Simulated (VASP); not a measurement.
Input of a VASP 6.6.1 run:

Contents of INCAR:

```
SYSTEM = BaTe
ALGO = Normal ; EDIFF = 1E-7
ENCUT = 520 ; GGA = PS
ISIF = 2 ; ISMEAR = 0
LASPH = .True. ; LCHARG = .False.
LREAL = .False. ; LWAVE = .False.
NBANDS = 24 ; NELM = 80
PREC = Accurate ; SIGMA = 0.05
```

File KPOINTS:

```
k-points
0
Gamma
  6 6 8
  0 0 0
```

POSCAR

```
BaTe
1.0
    5.8840520669      0.0000000000      0.0000000000
    0.0000000000      5.8840520669     -0.0294202603
    0.0000000000     -0.0208075863      4.1615172691
Ba Te
2 2
Direct
    0.5000000000      0.0000000000      0.5000000000
    0.0000000000      0.5000000000      0.5000000000
    0.0000000000      0.0000000000      0.0000000000
    0.5000000000      0.5000000000      0.0000000000
```

Potentials or basis: VASP PAW PBE potentials, release 64 (Ba_sv, Te).

Launch:

```console
$ cat potpaw_PBE.64/Ba_sv/POTCAR potpaw_PBE.64/Te/POTCAR > POTCAR
$ mpirun -np 1 vasp_std > vasp.out
```

(1) Estimate the pressure.

(2) Predict the band gap on the k mesh.

## Answers

(1) 0.6 GPa.

(2) 0.52 eV.

Caveat: the PAW data sets were made with another functional, which shifts forces and pressure a little; spin-orbit coupling is left out, which moves the levels of the heavy elements.
